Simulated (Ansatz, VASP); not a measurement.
One calculation of SiNi, two programs

```
Si Ni
1.0
     5.08783    0.00000    0.00000
     0.00000    3.40814    0.00000
     0.00000    0.00000    5.52783
Si Ni
4 4
Direct
  0.32143 0.75000 0.08656
  0.17857 0.25000 0.58656
  0.82143 0.75000 0.41344
  0.67857 0.25000 0.91344
  0.00930 0.25000 0.18739
  0.49070 0.75000 0.68739
  0.50930 0.25000 0.31261
  0.99070 0.75000 0.81261
```

Change from the starting cell: strain +0.0150 x Voigt [0, 1, 0, 0, 0, 0], atoms carried along.

Alike in both runs: task single point; functional PBEsol; k mesh 8 × 12 × 8; occupations gaussian, width 0.15 eV; no spin polarisation.

|  | VASP | Ansatz |
| --- | --- | --- |
| version | VASP 6.6.1 | Ansatz 0.2.0 |
| potentials or method | VASP PAW PBE potentials, release 64 (Si, Ni), cutoff 520 eV | scalar-relativistic, plane waves, PAW |
| valence electrons in the cell | 56 | 88 |

Ansatz gave:

```
gap on the k mesh at the Fermi level (eV)                     : none
pressure (GPa)                                                : -2.8
traceless stress, the component that is largest in VASP (GPa) : -1.36
rms of the force components (eV/Å)                            : 0.047
```

Question: Which values does VASP return?

Answer: gap on the k mesh at the Fermi level (eV): none; pressure (GPa): -3.2; traceless stress, the component that is largest in VASP (GPa): -1.46; rms of the force components (eV/Å): 0.050.

VASP's potentials were made for PBE, not for PBEsol. Atom by atom the forces differ by 0.005 eV/Å (rms over components). A gap of «none» marks a metal or a gap that the smearing closes. The functional is the same, so the differences come from potentials, cutoffs and numerics. VASP's potentials hold 56 valence electrons a cell and Ansatz's 88, so a difference there can come from the potentials and not from the codes.
